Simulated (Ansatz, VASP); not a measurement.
# One calculation of I, two programs

```
CELL_PARAMETERS angstrom
3.46439 0.00000 0.00000
0.00000 3.46439 0.00000
0.00000 0.00000 3.46439
ATOMIC_POSITIONS crystal
I 0.00000 0.00000 0.00000
```

Alike in both runs: task single point; functional PBE; k mesh 10 × 10 × 10; occupations fermi-dirac, width 0.05 eV; no spin polarisation.

|  | VASP | Ansatz |
| --- | --- | --- |
| version | VASP 6.6.1 | Ansatz 0.2.0 |
| potentials or method | VASP PAW PBE potentials, release 64 (I), cutoff 520 eV | all-electron LAPW, scalar-relativistic |

|  | VASP | Ansatz | Ansatz less VASP |
| --- | --- | --- | --- |
| pressure (GPa) | 0.0 | 0.0 | +0.02 |

Ansatz ran all-electron here, and VASP with PAW potentials.

Neither program's run includes spin-orbit coupling.
